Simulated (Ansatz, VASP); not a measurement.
**Two plane-wave programs on SrO**

Contents of INCAR:

```
SYSTEM = SrO
  PREC = Accurate
  ENCUT = 600
  EDIFF = 1E-6
  ISMEAR = -1
  SIGMA = 0.01
  LREAL = .FALSE.
  LASPH = .TRUE.
  NELM = 60
  ALGO = Normal
  ISIF = 3
  LWAVE = .FALSE.
  LCHARG = .FALSE.
  GGA = PS
  IBRION = 2
  NSW = 80
  EDIFFG = -0.01
```

File KPOINTS:

```
Automatic mesh
0
G
  6 6 4
  0 0 0
```

Contents of POSCAR:

```
SrO
1.0
    4.2754662700      0.0000000000      0.0000000000
   -2.1377331300      3.7026624000      0.0000000000
    0.0000000000      0.0000000000      5.1555949900
Sr O
2 2
Direct
    0.3333333333      0.6666666667      0.9381277000
    0.6666666667      0.3333333333      0.4381277000
    0.3333333333      0.6666666667      0.4368723000
    0.6666666667      0.3333333333      0.9368723000
```

Input for Ansatz:

```yaml
crystal:
  lattice:
    - [4.27546627, 0.0, 0.0]
    - [-2.13773313, 3.7026624, 0.0]
    - [0.0, 0.0, 5.15559499]
  atoms:
    - { symbol: Sr, position: [0.3333333333333333, 0.6666666666666666, 0.9381277000000001] }
    - { symbol: Sr, position: [0.6666666666666666, 0.3333333333333333, 0.4381277] }
    - { symbol: O, position: [0.3333333333333333, 0.6666666666666666, 0.4368723] }
    - { symbol: O, position: [0.6666666666666666, 0.3333333333333333, 0.9368723] }
basis:
  ecutwfc: 420.0
kpoints:
  mp_grid:
    grid: [6, 6, 4]
    shift: [0.0, 0.0, 0.0]
hamiltonian:
  xc: pbesol
  dispersion: none
scf:
  occupations:
    method: fermi_dirac
    width: 0.01
relax:
  cell: {}
```

Alike in both runs: task relaxation of cell and atoms; functional PBEsol; k mesh 6 × 6 × 4; occupations fermi-dirac, width 0.01 eV; no spin polarisation.

|  | VASP | Ansatz |
| --- | --- | --- |
| version | VASP 6.6.1 | Ansatz 0.2.0 |
| potentials or method | VASP PAW PBE potentials, release 64 (Sr_sv, O), cutoff 600 eV | plane waves, PAW |
| valence electrons in the cell | 32 | 32 |

```tsv
	VASP	Ansatz	Ansatz less VASP
relaxed volume (Å³/atom)	19.96	19.85	-0.114
relaxed length of the cell vector where the two differ most in proportion (Å)	4.244	4.236	-0.0088
```

VASP's potentials were made for PBE, not for PBEsol.
